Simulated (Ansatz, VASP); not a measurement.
## One calculation of Li2Se, two programs

File POSCAR:

```
Li2Se
1.0
    0.0000000000      3.0234562679      3.0234562679
    3.0234562679      0.0000000000      3.0234562679
    3.0234562679      3.0234562679      0.0000000000
Se Li
1 2
Direct
    0.0000000000      0.0000000000      0.0000000000
    0.2500000000      0.2500000000      0.2500000000
    0.7500000000      0.7500000000      0.7500000000
```

File INCAR.step1:

```
  ALGO = Normal
  EDIFF = 1E-5
  ENCUT = 650
  GGA = PE
  GGA_COMPAT = F
  ISIF = 2
  ISMEAR = 0
  LASPH = T
  LCHARG = F
  LREAL = F
  LWAVE = T
  NBANDS = 13
  NELM = 120
  PREC = Accurate
  SIGMA = 0.01
```

INCAR.step2

```
  ALGO = Normal
  EDIFF = 1E-6
  ENCUT = 650
  GGA = PE
  GGA_COMPAT = F
  HFSCREEN = 0.2079
  ISIF = 2
  ISMEAR = 0
  ISTART = 1
  LASPH = T
  LCHARG = F
  LHFCALC = T
  LREAL = F
  LWAVE = F
  NBANDS = 13
  NELM = 120
  PREC = Accurate
  PRECFOCK = Normal
  SIGMA = 0.01
```

The input KPOINTS:

```
k-points
0
Gamma
  6 6 6
```

Input for Ansatz:

```yaml
crystal:
  lattice:
    - [0.0, 3.0234562679, 3.0234562679]
    - [3.0234562679, 0.0, 3.0234562679]
    - [3.0234562679, 3.0234562679, 0.0]
  atoms:
    - { symbol: Se, position: [0.0, 0.0, 0.0] }
    - { symbol: Li, position: [0.25, 0.25, 0.25] }
    - { symbol: Li, position: [0.75, 0.75, 0.75] }
kpoints:
  mp_grid: { grid: [6, 6, 6] }
  band_path:
    path:
      - [0.0, 0.0, 0.0]
      - [0.5, 0.0, 0.5]
      - [0.625, 0.25, 0.625]
      - [0.375, 0.375, 0.75]
      - [0.5, 0.5, 0.5]
      - [0.5, 0.25, 0.75]
      - [0.0, 0.5, 0.5]
    npoints: 1
hamiltonian:
  xc: hse06
scf:
  occupations: { method: fixed }
  n_extra_bands: 4
output:
  forces: true
  stress: true
  eigenvalues: true
```

Change from the starting cell: hydrostatic strain +1.0%.

Alike in both runs: task single point; functional HSE06; k mesh 6 × 6 × 6; no spin polarisation.

```csv
,VASP,Ansatz
version,VASP 6.6.1,Ansatz 0.2.0
potentials or method,"VASP PAW PBE potentials, release 64 (Se, Li_sv)","plane waves, PAW"
plane-wave cutoff (eV),650,420
occupations,"gaussian, width 0.01 eV",fixed
valence electrons in the cell,12,22
```

|  | VASP | Ansatz | Ansatz less VASP |
| --- | --- | --- | --- |
| gap on the k mesh at the Fermi level (eV) | 3.85 | 3.84 | -0.009 |
| pressure (GPa) | -1.5 | -1.3 | +0.22 |

VASP's potentials hold 12 valence electrons a cell and Ansatz's 22, so a difference there can come from the potentials and not from the codes. Ansatz's warnings: stress exchange threshold loose, stress scf threshold loose.
